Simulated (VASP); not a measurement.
A run of VASP 6.6.1 is set up as follows.

Contents of INCAR:

```
SYSTEM = WS2
  PREC = Accurate
  ENCUT = 520
  EDIFF = 1E-6
  ISMEAR = 0
  SIGMA = 0.02
  LREAL = .False.
  LASPH = .True.
  NELM = 100
  ALGO = Normal
  ISIF = 2
  LWAVE = .False.
  LCHARG = .True.
  LDIPOL = .True.
  IDIPOL = 3
  DIPOL = 0.5 0.5 0.500
  GGA = PE
  IVDW = 12
  LELF = .True.
  LVHAR = .True.
  LVACPOTAV = .True.
  NBANDS = 20
```

KPOINTS

```
Automatic mesh
0
Gamma
  12 12 1
  0 0 0
```

POSCAR

```
WS2
1.0
    3.0960000000      0.0000000000      0.0000000000
   -1.5480000000      2.6812146501      0.0000000000
    0.0000000000      0.0000000000     32.2910878415
S W
2 1
Direct
    0.3333333333      0.6666666667      0.4550091869
    0.3333333333      0.6666666667      0.5450030581
    0.6666666667      0.3333333333      0.5000061204
```

Potentials or basis: VASP PAW PBE potentials, release 64 (S, W_sv).

Command:

```console
$ cat potpaw_PBE.64/S/POTCAR potpaw_PBE.64/W_sv/POTCAR > POTCAR
$ mpirun -np 1 vasp_std > vasp.out
```

Problem. Estimate the largest force.

Solution. 3.580 eV/Å.

Problem. Predict the ionisation potential of the upper face.

Solution. 5.53 eV.

Problem. Estimate the dispersion energy per atom.

Solution. -0.332 eV.

Forces in eV/Å, atoms in the order of the input:
```
S    0.000  0.000 -3.580
S    0.000  0.000  3.580
W    0.000  0.000  0.000
```
